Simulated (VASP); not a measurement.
# Ag (P-1) in VASP: settings compared, part 2 of 3

VASP 6.6.1. Earlier steps stand in the parts before.

## (3) Single point, PBEsol

Contents of INCAR:

```
  ALGO = Fast
  EDIFF = 1E-6
  ENCUT = 520
  GGA = PS
  ISIF = 2
  ISMEAR = 1
  LASPH = T
  LCHARG = T
  LELF = T
  LREAL = F
  LVHAR = T
  LWAVE = F
  NBANDS = 12
  NELM = 60
  PREC = Accurate
  SIGMA = 0.1
```

Contents of KPOINTS:

```
k-points
0
Gamma
  15 15 15
```

Contents of POSCAR:

```
Ag
1.0
   -1.6103805100      1.6535326600      1.6181576800
    1.6593070500     -1.6605473000      1.6740988600
    1.6393304800      1.6894972700     -1.6251723200
Ag
1
Direct
    0.0000000000      0.0000000000      0.0000000000
```

Potentials or basis: VASP PAW PBE potentials, release 64 (Ag).

Run with:

```bash
> cat potpaw_PBE.64/Ag/POTCAR > POTCAR
> mpirun -np 1 vasp_std > vasp.out
```

OUTCAR:

```text
EDIFF = 1E-6
   ENCUT = 520
   GGA = PS
   ISIF = 2
   ISMEAR = 1
   LASPH = T
   LREAL = F
   NELM = 60
   PREC = Accurate

 ion  position               nearest neighbor table
   1  0.000  0.000  0.000-

  LATTYP: Found a triclinic cell.
 ALAT       =     8.1541336646
 B/A-ratio  =     0.3535977825
 C/A-ratio  =     0.5810057972
 COS(alpha) =     0.0005620897
 COS(beta)  =     0.2946861589
 COS(gamma) =     0.9417683507

  Lattice vectors:

 A1 = (   3.2896641300,  -6.6641245300,   3.3552123600)
 A2 = (   1.6593070500,  -1.6605473000,   1.6740988600)
 A3 = (  -3.3275875000,  -3.3719799000,  -0.0419119000)

Analysis of symmetry for initial positions (statically):
=====================================================================
 Subroutine PRICEL returns:
 Original cell was already a primitive cell.

 Routine SETGRP: Setting up the symmetry group for a
 triclinic supercell.

 Subroutine GETGRP returns: Found  2 space group operations
 (whereof  2 operations were pure point group operations)
 out of a pool of  2 trial point group operations.

The static configuration has the point symmetry S_2 .

Analysis of symmetry for dynamics (positions and initial velocities):
=====================================================================
 Subroutine PRICEL returns:
 Original cell was already a primitive cell.

 Routine SETGRP: Setting up the symmetry group for a
 triclinic supercell.

 Subroutine GETGRP returns: Found  2 space group operations
 (whereof  2 operations were pure point group operations)
 out of a pool of  2 trial point group operations.

The dynamic configuration has the point symmetry S_2 .

 Subroutine INISYM returns: Found  2 space group operations
 (whereof  2 operations are pure point group operations),
 and found     1 'primitive' translations

[... 117 lines left out ...]
   GGA     = PS    functional components
   LHFCALC =     F    Hartree Fock is set to
   AEXX    =    0.0000 exact exchange contribution
   IVDW    =     0    specifies the selected vdW correction
   LEPSILON=     F    determine dielectric tensor
   LRPA    =     F    only Hartree local field effects (RPA)
 non-spin polarized calculation
 RMM-DIIS sequential band-by-band and
 Methfessel and Paxton  Order N= 1 SIGMA  =   0.10
  energy-cutoff  :      520.00
  volume of cell :       18.15
 maximum number of plane-waves:       500
 NGX is ok and might be reduce to    24
   NGX = 11   NGY = 11   NGZ = 11

 number of electron      11.0000000 magnetization

 Free energy of the ion-electron system (eV)
  ---------------------------------------------------
  ext. energy  EPLUGINS =         0.00000000
  ---------------------------------------------------
  free energy    TOTEN  =        -3.23764502 eV

  energy without entropy =       -3.23763240  energy(sigma->0) =       -3.23764081

 E-fermi :   7.3926     XC(G=0): -12.0428

 val. band max:        7.3895980188   @ k =   0.4667  -0.2667   0.0667
 cond. band min:       7.3929189606   @ k =   0.4667  -0.3333   0.0667
 fundamental gap:      0.0033209418
 Fermi energy:         7.3925586715

 k-point     1 :       0.0000    0.0000    0.0000
  band No.  band energies     occupation
      1       0.0228      2.00000
      2       2.5784      2.00000
      3       2.7647      2.00000
      4       2.8477      2.00000
      5       3.9209      2.00000
      6       3.9947      2.00000
      7      24.7894      0.00000
      8      25.0535      0.00000
      9      25.4292      0.00000
     10      30.0334      0.00000
     11      30.3243      0.00000
     12      30.9448      0.00000
[... 331 lines left out ...]
 k-point    24 :      -0.0000    0.1333    0.0000
  band No.  band energies     occupation
      1       0.5432      2.00000
      2       2.4704      2.00000
      3       2.7753      2.00000
      4       3.1124      2.00000
      5       3.9124      2.00000
      6       3.9501      2.00000
      7      22.8945      0.00000
      8      24.6283      0.00000
      9      25.2839      0.00000
     10      27.5823      0.00000
     11      27.8586      0.00000
     12      28.9511      0.00000

 [... further k-points ...]

------------------------ aborting loop because EDIFF is reached ----------------------------------------

  FORCE on cell =-STRESS in cart. coord.  units (eV):
  Direction    XX          YY          ZZ          XY          YZ          ZX
  --------------------------------------------------------------------------------------
  -------------------------------------------------------------------------------------
  Total       -0.8543415     -0.7519497     -0.8641027     -0.1012453      0.0301689     -0.1461756
  in kB      -75.4283256    -66.3883372    -76.2901283     -8.9387741      2.6635575    -12.9055904
  external PRESSURE =     -72.7022637 kB  Pullay stress =       0.0000000 kB

 VOLUME and BASIS-vectors are now :
 -----------------------------------------------------------------------------
  energy-cutoff  :      520.00
  volume of cell :       18.15
      direct lattice vectors                 reciprocal lattice vectors
    -1.610380510  1.653532660  1.618157680    -0.007147690  0.299830639  0.304488093
     1.659307050 -1.660547300  1.674098860     0.298733347 -0.001958955  0.299299358
     1.639330480  1.689497270 -1.625172320     0.300610010  0.296518567 -0.003835617

 POSITION                                       TOTAL-FORCE (eV/Angst)
 -----------------------------------------------------------------------------------
      0.00000      0.00000      0.00000         0.000000      0.000000      0.000000
 -----------------------------------------------------------------------------------
    total drift:                                0.000000      0.000000     -0.000000

  FREE ENERGIE OF THE ION-ELECTRON SYSTEM (eV)
  ---------------------------------------------------
  free  energy   TOTEN  =        -3.2376450198 eV

  energy  without entropy=       -3.2376324020  energy(sigma->0) =       -3.23764081
```

OSZICAR:

```text
N       E                     dE             d eps       ncg     rms          rms(c)
DAV:   1     0.512595728346E+02    0.51260E+02   -0.54399E+03 40964   0.821E+02
DAV:   2    -0.274427747556E+01   -0.54004E+02   -0.51051E+02 47168   0.191E+02
DAV:   3    -0.355965976329E+01   -0.81538E+00   -0.81485E+00 46952   0.249E+01
DAV:   4    -0.356211247267E+01   -0.24527E-02   -0.24526E-02 45768   0.143E+00
DAV:   5    -0.356213223628E+01   -0.19764E-04   -0.19764E-04 46652   0.116E-01    0.476E+00
RMM:   6    -0.324771180659E+01    0.31442E+00   -0.51450E-01 40709   0.641E+00    0.289E+00
RMM:   7    -0.324099316293E+01    0.67186E-02   -0.86189E-03 45615   0.105E+00    0.174E+00
RMM:   8    -0.323765897883E+01    0.33342E-02   -0.64033E-04 47177   0.263E-01    0.190E-01
RMM:   9    -0.323764612716E+01    0.12852E-04   -0.96328E-05 48752   0.837E-02    0.527E-02
RMM:  10    -0.323764451680E+01    0.16104E-05   -0.16688E-05 49174   0.323E-02    0.157E-02
RMM:  11    -0.323764501978E+01   -0.50299E-06   -0.44456E-06 41711   0.135E-02
   1 F= -.32376450E+01 E0= -.32376408E+01  d E =-.126178E-04
```

stdout:

```text
POSCAR found type information on POSCAR Ag
 POSCAR found :  1 types and       1 ions
 scaLAPACK will be used
 -----------------------------------------------------------------------------
|                                                                             |
|                                                                             |
|     You enforced a specific xc type in the INCAR file but a different       |
|     I HOPE YOU KNOW WHAT YOU ARE DOING!                                     |
|                                                                             |
 -----------------------------------------------------------------------------

 LDA part: xc-table for (Slater+PW92), standard interpolation
 POSCAR, INCAR and KPOINTS ok, starting setup
 FFT: planning ... GRIDC
 FFT: planning ... GRID_SOFT
 FFT: planning ... GRID
 WAVECAR not read
 entering main loop
```

It took 5.3 min on 1 thread of Intel Xeon Platinum 8375C at 2.90GHz (Ice Lake), shared host; peak memory 0.44 GiB.

Results:

- Free energy: -3.2376 eV
- Pressure: -7.3 GPa
- Band gap on the k mesh: zero (an odd number of electrons rules out a gap without spin polarisation)

Levels at points of the mesh, in eV from the Fermi level:
| k point | band 1 | band 2 | band 3 | band 4 | band 5 | band 6 | band 7 | band 8 | band 9 | band 10 |
| --- | --- | --- | --- | --- | --- | --- | --- | --- | --- | --- |
| (0.00, 0.00, 0.00) | -7.37 | -4.81 | -4.63 | -4.54 | -3.47 | -3.40 | 17.40 | 17.66 | 18.04 | 22.64 |

Caveat: the cell stands under tension; the PAW data sets were made with another functional, which shifts forces and pressure a little.

## (4) Single point, PBEsol

Contents of INCAR:

```
PREC = Accurate ; ENCUT = 520
EDIFF = 1E-6 ; ISMEAR = 1
SIGMA = 0.1 ; LREAL = F
LASPH = T ; NELM = 60
ALGO = Fast ; ISIF = 2
LWAVE = F ; LCHARG = F
GGA = PS ; NBANDS = 12
```

Contents of KPOINTS:

```
Automatic mesh
0
Gamma
  18 18 18
```

POSCAR is that of step 3.

Run with:

```bash
> cat potpaw_PBE.64/Ag/POTCAR > POTCAR
> mpirun -np 1 vasp_std > vasp.out
```

Run time: 9.5 min. Hardware: 1 thread of Intel Xeon Platinum 8375C at 2.90GHz (Ice Lake), shared host; peak memory 0.67 GiB.

The run converged. Its results:

```
Free energy            : -3.2306 eV
Pressure               : -7.2 GPa
Band gap on the k mesh : zero (an odd number of electrons rules out a gap without spin polarisation)
```

Stress tensor (GPa, compression positive):
```
-7.27 -0.47 -0.89
-0.47 -6.84  0.00
-0.89  0.00 -7.36
```

Levels at points of the mesh, in eV from the Fermi level:
```tsv
k point	band 3	band 4	band 5	band 6	band 7	band 8
(0.00, 0.00, 0.00)	-4.64	-4.56	-3.49	-3.41	17.38	17.64
(0.50, 0.00, 0.00)	-3.54	-3.36	-2.55	0.02	3.80	13.08
(0.00, 0.50, 0.00)	-3.42	-3.27	-2.59	-0.10	3.56	12.99
(0.50, 0.50, 0.00)	-3.56	-3.39	-2.52	0.08	3.91	12.95
(0.00, 0.00, 0.50)	-3.52	-3.32	-2.58	-0.11	3.55	13.07
(0.50, 0.00, 0.50)	-3.50	-3.39	-2.48	0.25	4.19	12.71
(0.00, 0.50, 0.50)	-3.52	-3.34	-2.56	-0.03	3.70	12.83
(0.50, 0.50, 0.50)	-2.86	-2.79	-2.66	6.39	6.75	6.86
```

Caveat: the cell stands under tension; the PAW data sets were made with another functional, which shifts forces and pressure a little.

## (5) Single point, PBE-based screened hybrid with 25 % exact exchange

POSCAR is that of step 4.

Contents of INCAR.step1:

```
PREC     = Accurate       # precision mode
ENCUT    = 400            # plane-wave cutoff, eV
EDIFF    = 1E-5           # SCF threshold, eV
ISMEAR   = -1             # smearing method
SIGMA    = 0.05           # smearing width, eV
LREAL    = False          # projectors in reciprocal space
LASPH    = True           # aspherical terms in the spheres
NELM     = 120            # most SCF steps
ALGO     = Normal         # electronic algorithm
ISIF     = 2              # what is computed and relaxed
LWAVE    = True           # write WAVECAR
LCHARG   = False          # write CHGCAR
GGA      = PE             # functional
NBANDS   = 12             # bands
GGA_COMPAT= False
```

Contents of INCAR.step2:

```
PREC     = Accurate       # precision mode
ENCUT    = 400            # plane-wave cutoff, eV
EDIFF    = 1E-6           # SCF threshold, eV
ISMEAR   = -1             # smearing method
SIGMA    = 0.05           # smearing width, eV
LREAL    = False          # projectors in reciprocal space
LASPH    = True           # aspherical terms in the spheres
NELM     = 120            # most SCF steps
ALGO     = Normal         # electronic algorithm
ISIF     = 2              # what is computed and relaxed
LWAVE    = False          # write WAVECAR
LCHARG   = False          # write CHGCAR
GGA      = PE             # functional
LHFCALC  = True           # exact exchange
AEXX     = 0.25           # exact-exchange fraction
HFSCREEN = 0.3            # screening, 1/A
PRECFOCK = Normal       
ISTART   = 1            
NBANDS   = 12             # bands
GGA_COMPAT= False
```

Contents of KPOINTS:

```
Automatic mesh
0
Gamma
  6 6 6
```

Potentials or basis: VASP PAW PBE potentials, release 64 (Ag).

Run with:

```bash
> cat potpaw_PBE.64/Ag/POTCAR > POTCAR
> cp INCAR.step1 INCAR
> mpirun -np 1 vasp_std > vasp.out
> cp INCAR.step2 INCAR
> mpirun -np 1 vasp_std > vasp.out
```

OUTCAR:

```text
PREC = Accurate
   ENCUT = 400
   EDIFF = 1E-6
   ISMEAR = -1
   LREAL = False
   LASPH = True
   NELM = 120
   ISIF = 2
   GGA = PE
   LHFCALC = True
   AEXX = 0.25
   HFSCREEN = 0.3
   PRECFOCK = Normal
   ISTART = 1

 ion  position               nearest neighbor table
   1  0.000  0.000  0.000-

  LATTYP: Found a triclinic cell.
 ALAT       =     8.1541336646
 B/A-ratio  =     0.3535977825
 C/A-ratio  =     0.5810057972
 COS(alpha) =     0.0005620897
 COS(beta)  =     0.2946861589
 COS(gamma) =     0.9417683507

  Lattice vectors:

 A1 = (   3.2896641300,  -6.6641245300,   3.3552123600)
 A2 = (   1.6593070500,  -1.6605473000,   1.6740988600)
 A3 = (  -3.3275875000,  -3.3719799000,  -0.0419119000)

Analysis of symmetry for initial positions (statically):
=====================================================================
 Subroutine PRICEL returns:
 Original cell was already a primitive cell.

 Routine SETGRP: Setting up the symmetry group for a
 triclinic supercell.

 Subroutine GETGRP returns: Found  2 space group operations
 (whereof  2 operations were pure point group operations)
 out of a pool of  2 trial point group operations.

The static configuration has the point symmetry S_2 .

Analysis of symmetry for dynamics (positions and initial velocities):
=====================================================================
 Subroutine PRICEL returns:
 Original cell was already a primitive cell.

 Routine SETGRP: Setting up the symmetry group for a
 triclinic supercell.

 Subroutine GETGRP returns: Found  2 space group operations
 (whereof  2 operations were pure point group operations)
[... 126 lines left out ...]
   LHFCALC =     T    Hartree Fock is set to
   PRECFOCK=normal    Normal, Fast or Accurate (Low or Medium for compatibility)
   ENCUT4O =  -1.0   cutoff for four orbital integrals eV
   NKREDX  =     1    reduce k-point grid by
   NKREDY  =     1    reduce k-point grid by
   NKREDZ  =     1    reduce k-point grid by
   AEXX    =    0.2500 exact exchange contribution
   HFSCREEN=    0.3000 screening length (either q_TF or 0.3 A-1)
   HFSCREENC=   0.3000 screening length for correlation (either q_TF or 0.3 A-1)
   ENCUTFOCK=  -1.0 apply spherical cutoff to Coloumb kernel
   IVDW    =     0    specifies the selected vdW correction
   LEPSILON=     F    determine dielectric tensor
   LRPA    =     F    only Hartree local field effects (RPA)
 non-spin polarized calculation
  energy-cutoff  :      400.00
  volume of cell :       18.15
 maximum number of plane-waves:       344
  NGX = 14; NGY = 16; NGZ = 14

 number of electron      11.0000004 magnetization

 Free energy of the ion-electron system (eV)
  ---------------------------------------------------
  ext. energy  EPLUGINS =         0.00000000
  ---------------------------------------------------
  free energy    TOTEN  =        -2.66951116 eV

  energy without entropy =       -2.66089649  energy(sigma->0) =       -2.66520383

 E-fermi :   7.5597     XC(G=0):  -9.8198

 val. band max:        7.5564083150   @ k =  -0.0000   0.5000   0.3333
 cond. band min:       7.5663799906   @ k =   0.1667   0.5000   0.3333
 fundamental gap:      0.0099716756
 Fermi energy:         7.5596879749

 k-point     1 :       0.0000    0.0000    0.0000
  band No.  band energies     occupation
      1      -0.5073      2.00000
      2       1.4276      2.00000
      3       1.6290      2.00000
      4       1.7208      2.00000
      5       2.8075      2.00000
      6       2.8778      2.00000
      7      25.7176      0.00000
      8      25.9928      0.00000
      9      26.3777      0.00000
     10      31.5018      0.00000
     11      31.7959      0.00000
     12      31.9535      0.00000
[... 331 lines left out ...]
 k-point    24 :       0.5000    0.0000    0.1667
  band No.  band energies     occupation
      1       0.6829      2.00000
      2       1.0844      2.00000
      3       2.4459      2.00000
      4       2.7461      2.00000
      5       3.2744      2.00000
      6       7.8228      0.01031
      7      13.6554      0.00000
      8      18.6646      0.00000
      9      22.1557      0.00000
     10      27.9153      0.00000
     11      31.0357      0.00000
     12      32.9138      0.00000

 [... further k-points ...]

------------------------ aborting loop because EDIFF is reached ----------------------------------------

  FORCE on cell =-STRESS in cart. coord.  units (eV):
  Direction    XX          YY          ZZ          XY          YZ          ZX
  --------------------------------------------------------------------------------------
  -------------------------------------------------------------------------------------
  Total       -0.0875782     -0.0712587     -0.0850693      0.1986682      0.0805176      0.2677986
  in kB       -7.7321288     -6.2913084     -7.5106212     17.5400704      7.1087566     23.6434718
  external PRESSURE =      -7.1780195 kB  Pullay stress =       0.0000000 kB

 VOLUME and BASIS-vectors are now :
 -----------------------------------------------------------------------------
  energy-cutoff  :      400.00
  volume of cell :       18.15
      direct lattice vectors                 reciprocal lattice vectors
    -1.610380510  1.653532660  1.618157680    -0.007147690  0.299830639  0.304488093
     1.659307050 -1.660547300  1.674098860     0.298733347 -0.001958955  0.299299358
     1.639330480  1.689497270 -1.625172320     0.300610010  0.296518567 -0.003835617

 POSITION                                       TOTAL-FORCE (eV/Angst)
 -----------------------------------------------------------------------------------
      0.00000      0.00000      0.00000         0.000000      0.000000      0.000000
 -----------------------------------------------------------------------------------
    total drift:                                0.000003      0.000002     -0.000002

  FREE ENERGIE OF THE ION-ELECTRON SYSTEM (eV)
  ---------------------------------------------------
  free  energy   TOTEN  =        -2.6695111644 eV

  energy  without entropy=       -2.6608964946  energy(sigma->0) =       -2.66520383
```

Run time: 24 min. Hardware: 1 thread of Intel Xeon 6975P-C (Granite Rapids), shared host; peak memory 0.23 GiB.

Results:

| Item | Value |
| --- | --- |
| Free energy | -2.6695 eV |
| Pressure | -0.7 GPa |
| Band gap on the k mesh | zero (an odd number of electrons rules out a gap without spin polarisation) |

Levels at points of the mesh, in eV from the Fermi level:
```csv
k point,band 3,band 4,band 5,band 6,band 7,band 8,band 9,band 10
"(0.00, 0.00, 0.00)",-5.93,-5.84,-4.75,-4.68,18.16,18.43,18.82,23.94
"(0.50, 0.00, 0.00)",-4.79,-4.60,-3.68,0.06,4.19,13.80,14.94,20.14
"(0.00, 0.50, 0.00)",-4.67,-4.50,-3.74,-0.13,3.93,13.74,14.97,20.11
"(0.50, 0.50, 0.00)",-4.80,-4.63,-3.65,0.16,4.33,13.68,14.95,20.02
"(0.00, 0.00, 0.50)",-4.77,-4.56,-3.73,-0.13,3.91,13.82,15.31,20.20
"(0.50, 0.00, 0.50)",-4.72,-4.63,-3.60,0.35,4.63,13.43,14.41,19.72
"(0.00, 0.50, 0.50)",-4.76,-4.58,-3.70,-0.01,4.09,13.58,15.28,19.97
"(0.50, 0.50, 0.50)",-4.02,-3.94,-3.79,6.98,7.36,7.47,12.99,13.57
```

Caveat: the k points lie up to 0.45 Å⁻¹ apart, too coarse for converged energies and pressures of a metal; the PAW data sets were made with another functional, which shifts forces and pressure a little.

(Continued in part 3 of 3.)

The gap in the log of VASP goes by the Fermi energy; the results here count the filled bands.